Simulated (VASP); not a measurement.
Write the native input for VASP 6.6.1 that does the following.

```
Task                   : single point
Functional             : PBE
Potentials or basis    : VASP PAW PBE potentials, release 64 (W_sv)
Cutoff                 : 520 eV
k mesh                 : 20 × 20 × 20
Occupations            : gaussian, width 0.15 eV
Spin                   : no spin polarisation
Dipole correction      : no
Further INCAR settings : ALGO = Fast; EDIFF = 1e-07; NBANDS = 13
```

The structure of W lies in POSCAR:

```
W
1.0
   -1.6980259522      1.6236865766      1.6236865766
    1.6236865766     -1.6980259522      1.6236865766
    1.6236865766      1.6236865766     -1.6980259522
W
1
Direct
    0.0000000000      0.0000000000      0.0000000000
```

These files were run (other wordings do the same):

INCAR

```
PREC     = Accurate       # precision mode
ENCUT    = 520            # plane-wave cutoff, eV
EDIFF    = 1E-7           # SCF threshold, eV
ISMEAR   = 0              # smearing method
SIGMA    = 0.15           # smearing width, eV
LREAL    = F              # projectors in reciprocal space
LASPH    = T              # aspherical terms in the spheres
NELM     = 80             # most SCF steps
ALGO     = Fast           # electronic algorithm
ISIF     = 2              # what is computed and relaxed
LWAVE    = F              # write WAVECAR
LCHARG   = F              # write CHGCAR
GGA      = PE             # functional
NBANDS   = 13             # bands
```

KPOINTS

```
regular mesh
0
Gamma
  20 20 20
```

Potentials or basis: VASP PAW PBE potentials, release 64 (W_sv).

Launch:

```sh
$ cat potpaw_PBE.64/W_sv/POTCAR > POTCAR
$ mpirun -np 1 vasp_std > vasp.out
```

Results of the run:

| Item | Value |
| --- | --- |
| Pressure | -14.0 GPa |
| Band gap on the k mesh | zero (band 7 reaches 14.56 eV, above the bottom of band 8 at 9.44 eV) |

Caveat: spin-orbit coupling is left out, which moves the levels of the heavy elements.

Run time: 4.9 min on 1 thread of AMD EPYC 7R13 Processor (Zen 3) (shared host), peak memory 0.25 GiB.
